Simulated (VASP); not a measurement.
# PbS (Fm-3m) in VASP: notebook, part 2 of 2

VASP 6.6.1. Earlier steps stand in the parts before.

### 5 Single point, PBE, collinear spin

This run uses another cell than the first one, of 27.65 Å³/atom.

The input, INCAR:

```
SYSTEM = PbS
PREC = Accurate
ENCUT = 520
EDIFF = 1E-6
ISMEAR = 0
SIGMA = 0.02
LREAL = .FALSE.
LASPH = .TRUE.
NELM = 150
ALGO = Normal
ISIF = 2
LWAVE = .FALSE.
LCHARG = .FALSE.
ISPIN = 2
MAGMOM = 0.5 0
LORBIT = 11
GGA = PE
NBANDS = 21
```

The input, KPOINTS:

```
Automatic mesh
0
G
  8 8 8
  0 0 0
```

The input, POSCAR:

```
PbS
1.0
    0.0000000000      3.0239167281      3.0239167281
    3.0239167281      0.0000000000      3.0239167281
    3.0239167281      3.0239167281      0.0000000000
Pb S
1 1
Direct
    0.0000000000      0.0000000000      0.0000000000
    0.5000000000      0.5000000000      0.5000000000
```

Potentials or basis: VASP PAW PBE potentials, release 64 (Pb_d, S).

On the command line:

```
$ cat potpaw_PBE.64/Pb_d/POTCAR potpaw_PBE.64/S/POTCAR > POTCAR
$ mpirun -np 1 vasp_std > vasp.out
```

OUTCAR:

```text
SYSTEM = PbS
   PREC = Accurate
   ENCUT = 520
   EDIFF = 1E-6
   ISMEAR = 0
   LREAL = .FALSE.
   LASPH = .TRUE.
   NELM = 150
   ISIF = 2
   ISPIN = 2
   LORBIT = 11
   GGA = PE

 ion  position               nearest neighbor table
   1  0.000  0.000  0.000-   2 3.02   2 3.02   2 3.02   2 3.02   2 3.02   2 3.02
   2  0.500  0.500  0.500-   1 3.02   1 3.02   1 3.02   1 3.02   1 3.02   1 3.02

  LATTYP: Found a face centered cubic cell.
 ALAT       =     6.0478334562

  Lattice vectors:

 A1 = (   0.0000000000,   3.0239167281,   3.0239167281)
 A2 = (   3.0239167281,   0.0000000000,   3.0239167281)
 A3 = (   3.0239167281,   3.0239167281,   0.0000000000)

Analysis of symmetry for initial positions (statically):
=====================================================================
 Subroutine PRICEL returns:
 Original cell was already a primitive cell.

 Routine SETGRP: Setting up the symmetry group for a
 face centered cubic supercell.

 Subroutine GETGRP returns: Found 48 space group operations
 (whereof 48 operations were pure point group operations)
 out of a pool of 48 trial point group operations.

The static configuration has the point symmetry O_h .

Analysis of symmetry for dynamics (positions and initial velocities):
=====================================================================
 Subroutine PRICEL returns:
 Original cell was already a primitive cell.

 Routine SETGRP: Setting up the symmetry group for a
 face centered cubic supercell.

 Subroutine GETGRP returns: Found 48 space group operations
 (whereof 48 operations were pure point group operations)
 out of a pool of 48 trial point group operations.

The dynamic configuration has the point symmetry O_h .

Analysis of structural, dynamic, and magnetic symmetry:
=====================================================================
 Subroutine PRICEL returns:
 Original cell was already a primitive cell.

 Routine SETGRP: Setting up the symmetry group for a
 face centered cubic supercell.

[... 149 lines left out ...]
  ---------------------------------------------------
  free energy    TOTEN  =        -8.76657472 eV

  energy without entropy =       -8.76657472  energy(sigma->0) =       -8.76657472

 E-fermi :   5.1246     XC(G=0):  -9.4111

 val. band max:        5.0222933881   @ k =   0.5000   0.0000   0.0000
 cond. band min:       5.5826973614   @ k =   0.5000   0.0000   0.0000
 fundamental gap:      0.5604039733
 Fermi energy:         5.1245676832

 spin component 1

 k-point     1 :       0.0000    0.0000    0.0000
  band No.  band energies     occupation
      1     -11.6642      1.00000
      2     -11.6642      1.00000
      3     -11.6642      1.00000
      4     -11.6465      1.00000
      5     -11.6465      1.00000
      6      -8.0124      1.00000
[... 565 lines left out ...]
     20      19.9243      0.00000
     21      20.7615      0.00000

 [... further k-points ...]

 spin component 2

 k-point     1 :       0.0000    0.0000    0.0000
  band No.  band energies     occupation
      1     -11.6638      1.00000
      2     -11.6638      1.00000
      3     -11.6638      1.00000
      4     -11.6460      1.00000
      5     -11.6460      1.00000
      6      -8.0123      1.00000
[... 565 lines left out ...]
     20      19.9243      0.00000
     21      20.7615      0.00000

 [... further k-points ...]

------------------------ aborting loop because EDIFF is reached ----------------------------------------

  FORCE on cell =-STRESS in cart. coord.  units (eV):
  Direction    XX          YY          ZZ          XY          YZ          ZX
  --------------------------------------------------------------------------------------
  -------------------------------------------------------------------------------------
  Total       -0.3639984     -0.3639984     -0.3639984     -0.0000000     -0.0000000      0.0000000
  in kB      -10.5455828    -10.5455828    -10.5455828     -0.0000000     -0.0000000      0.0000000
  external PRESSURE =     -10.5455828 kB  Pullay stress =       0.0000000 kB

 VOLUME and BASIS-vectors are now :
 -----------------------------------------------------------------------------
  energy-cutoff  :      520.00
  volume of cell :       55.30
      direct lattice vectors                 reciprocal lattice vectors
     0.000000000  3.023916728  3.023916728    -0.165348469  0.165348469  0.165348469
     3.023916728  0.000000000  3.023916728     0.165348469 -0.165348469  0.165348469
     3.023916728  3.023916728  0.000000000     0.165348469  0.165348469 -0.165348469

 POSITION                                       TOTAL-FORCE (eV/Angst)
 -----------------------------------------------------------------------------------
      0.00000      0.00000      0.00000        -0.000000      0.000000     -0.000000
      3.02392      3.02392      3.02392         0.000000     -0.000000      0.000000
 -----------------------------------------------------------------------------------
    total drift:                                0.000000     -0.000000     -0.000000

  FREE ENERGIE OF THE ION-ELECTRON SYSTEM (eV)
  ---------------------------------------------------
  free  energy   TOTEN  =        -8.7665747249 eV

  energy  without entropy=       -8.7665747249  energy(sigma->0) =       -8.76657472

 total charge

# of ion       s       p       d       tot
------------------------------------------
    1        1.489   0.475   9.842  11.805
    2        1.348   2.326   0.000   3.674
--------------------------------------------------
tot          2.837   2.801   9.842  15.479

 magnetization (x)

# of ion       s       p       d       tot
------------------------------------------
    1       -0.000  -0.000  -0.000  -0.000
    2        0.000   0.000   0.000   0.000
--------------------------------------------------
tot         -0.000   0.000  -0.000  -0.000
```

OSZICAR:

```text
N       E                     dE             d eps       ncg     rms          rms(c)
DAV:   1     0.171920809152E+03    0.17192E+03   -0.89038E+03  2446   0.957E+02
DAV:   2     0.586044123311E+01   -0.16606E+03   -0.15632E+03  2583   0.293E+02
DAV:   3    -0.878903727558E+01   -0.14649E+02   -0.14455E+02  2988   0.866E+01
DAV:   4    -0.925893139179E+01   -0.46989E+00   -0.46920E+00  2991   0.154E+01
DAV:   5    -0.927540127767E+01   -0.16470E-01   -0.16469E-01  3387   0.306E+00    0.472E+00
DAV:   6    -0.875864406803E+01    0.51676E+00   -0.12897E+00  3832   0.653E+00    0.305E+00
DAV:   7    -0.876334062172E+01   -0.46966E-02   -0.14942E-01  2900   0.173E+00    0.188E+00
DAV:   8    -0.876657910331E+01   -0.32385E-02   -0.11489E-02  2804   0.785E-01    0.720E-01
DAV:   9    -0.876672524265E+01   -0.14614E-03   -0.29490E-03  2846   0.391E-01    0.256E-01
DAV:  10    -0.876648893967E+01    0.23630E-03   -0.46075E-04  3125   0.148E-01    0.985E-02
DAV:  11    -0.876661160375E+01   -0.12266E-03   -0.19827E-04  2963   0.112E-01    0.681E-02
DAV:  12    -0.876657571739E+01    0.35886E-04   -0.76850E-05  2865   0.711E-02    0.122E-02
DAV:  13    -0.876657418438E+01    0.15330E-05   -0.63875E-06  3026   0.206E-02    0.315E-03
DAV:  14    -0.876657472490E+01   -0.54052E-06   -0.80500E-07  2446   0.720E-03
   1 F= -.87665747E+01 E0= -.87665747E+01  d E =-.383466E-15  mag=     0.0000
```

stdout:

```text
POSCAR found type information on POSCAR PbS
 POSCAR found :  2 types and       2 ions
 scaLAPACK will be used
 LDA part: xc-table for (Slater+PW92), standard interpolation
 POSCAR, INCAR and KPOINTS ok, starting setup
 FFT: planning ... GRIDC
 FFT: planning ... GRID_SOFT
 FFT: planning ... GRID
 WAVECAR not read
 entering main loop
```

It took 48 s on 1 thread of Intel Xeon Platinum 8259CL at 2.50GHz (Skylake/Cascade Lake), shared host; peak memory 0.23 GiB.

What came out:

* Free energy: -8.7666 eV
* Pressure: -1.1 GPa
* Band gap on the k mesh: 0.56 eV
* Net moment: 0.00 μB per cell
* Valence electrons inside the program's atomic spheres: Pb 11.80; S 3.67

Levels at points of the mesh, in eV from the valence-band top:
Spin up:
| k point | band 8 | band 9 | band 10 | band 11 | band 12 | band 13 |
| --- | --- | --- | --- | --- | --- | --- |
| (0.00, 0.00, 0.00) | -1.84 | -1.84 | -1.84 | 5.09 | 5.09 | 5.09 |
| (0.50, 0.00, 0.00) | -1.49 | -1.49 | 0.00 | 0.56 | 2.13 | 2.13 |
| (0.50, 0.50, 0.00) | -4.65 | -3.02 | -3.02 | 4.17 | 5.43 | 5.52 |
Spin down:
| k point | band 6 | band 7 | band 8 | band 9 | band 10 | band 11 | band 12 | band 13 | band 14 | band 15 |
| --- | --- | --- | --- | --- | --- | --- | --- | --- | --- | --- |
| (0.00, 0.00, 0.00) | -13.03 | -6.08 | -1.84 | -1.84 | -1.84 | 5.09 | 5.09 | 5.09 | 6.93 | 6.93 |
| (0.50, 0.00, 0.00) | -11.93 | -8.47 | -1.49 | -1.49 | 0.00 | 0.56 | 2.13 | 2.13 | 8.64 | 10.27 |
| (0.50, 0.50, 0.00) | -11.59 | -7.07 | -4.65 | -3.02 | -3.02 | 4.17 | 5.43 | 5.52 | 5.52 | 11.18 |

Caveat: spin-orbit coupling is left out, which moves the levels of the heavy elements.

### 6 Single point, r2SCAN50+D3(BJ)

The input, POSCAR:

```
PbS
1.0
    0.0000000000      2.9657500000      2.9657500000
    2.9657500000      0.0000000000      2.9657500000
    2.9657500000      2.9657500000      0.0000000000
Pb S
1 1
Direct
    0.0000000000      0.0000000000      0.0000000000
    0.5000000000      0.5000000000      0.5000000000
```

The input, INCAR.step1:

```
PREC = Accurate
ENCUT = 520
EDIFF = 1E-5
ISMEAR = 0
SIGMA = 0.01
LREAL = F
LASPH = T
NELM = 80
ALGO = Normal
ISIF = 2
LWAVE = T
LCHARG = F
GGA = PE
NBANDS = 17
```

The input, INCAR.step2:

```
PREC = Accurate
ENCUT = 520
EDIFF = 1E-7
ISMEAR = 0
SIGMA = 0.01
LREAL = F
LASPH = T
NELM = 80
ALGO = Normal
ISIF = 2
LWAVE = F
LCHARG = F
METAGGA = R2SCAN
LHFCALC = T
AEXX = 0.5
LMIXTAU = T
PRECFOCK = Normal
IVDW = 12
VDW_S6 = 1.0
VDW_S8 = 1.3294
VDW_A1 = 0.4311
VDW_A2 = 5.924
ISTART = 1
NBANDS = 17
```

The input, KPOINTS:

```
regular mesh
0
Gamma
  4 4 4
```

Potentials or basis: VASP PAW PBE potentials, release 64 (Pb_d, S).

On the command line:

```
$ cat potpaw_PBE.64/Pb_d/POTCAR potpaw_PBE.64/S/POTCAR > POTCAR
$ cp INCAR.step1 INCAR
$ mpirun -np 1 vasp_std > vasp.out
$ cp INCAR.step2 INCAR
$ mpirun -np 1 vasp_std > vasp.out
```

It took 11 min on 1 thread of Intel Xeon Platinum 8259CL at 2.50GHz (Skylake/Cascade Lake), shared host; peak memory 0.2 GiB.

Results (log left out):

- Free energy: -43.8234 eV
- Pressure: -1.4 GPa
- Band gap on the k mesh: 2.75 eV
- Dispersion energy per atom: -0.241 eV

Levels at points of the mesh, in eV from the valence-band top:
| k point | band 7 | band 8 | band 9 | band 10 | band 11 | band 12 | band 13 | band 14 |
| --- | --- | --- | --- | --- | --- | --- | --- | --- |
| (0.00, 0.00, 0.00) | -6.93 | -3.01 | -3.01 | -3.01 | 8.47 | 8.47 | 8.47 | 9.75 |
| (0.50, 0.00, 0.00) | -10.74 | -2.57 | -2.57 | 0.00 | 2.75 | 4.51 | 4.51 | 11.88 |
| (0.50, 0.50, 0.00) | -8.44 | -6.68 | -4.54 | -4.54 | 6.41 | 9.01 | 9.10 | 9.10 |

Caveat: the k points lie up to 0.46 Å⁻¹ apart; the PAW data sets were made with another functional, which shifts forces and pressure a little; spin-orbit coupling is left out, which moves the levels of the heavy elements.

### 7 The runs side by side

```csv
level,spin,cell,k mesh,smearing,grid for exact exchange (PRECFOCK),share of exact exchange,gap on the mesh (eV),pressure (GPa),moment (μB)
PBE,collinear,"a = 4.194 Å, angles 60.0°, 2 atoms",8 × 8 × 8,gaussian 0.02 eV,-,-,0.36,2.2,0.00
PBE,collinear,"a = 4.222 Å, angles 60.0°, 2 atoms",8 × 8 × 8,gaussian 0.02 eV,-,-,0.44,1.0,0.00
PBE,collinear,"a = 4.249 Å, angles 60.0°, 2 atoms",8 × 8 × 8,gaussian 0.02 eV,-,-,0.50,-0.1,0.00
PBE,collinear,"a = 4.276 Å, angles 60.0°, 2 atoms",8 × 8 × 8,gaussian 0.02 eV,-,-,0.56,-1.1,0.00
r2SCAN50+D3(BJ),off,"a = 4.194 Å, angles 60.0°, 2 atoms",4 × 4 × 4,gaussian 0.01 eV,Normal,0.5,2.75,-1.4,-
```

Alike in all rows: task single point; potentials or basis VASP PAW PBE potentials, release 64 (Pb_d, S); cutoff (eV) 520.

Caveats: some runs use coarse meshes; spin-orbit coupling is left out, which moves the levels of the heavy elements; the PAW data sets were made with another functional, which shifts forces and pressure a little (at least some runs).

Total energies depend on the potentials used, so only differences within one code and one set of settings carry meaning.
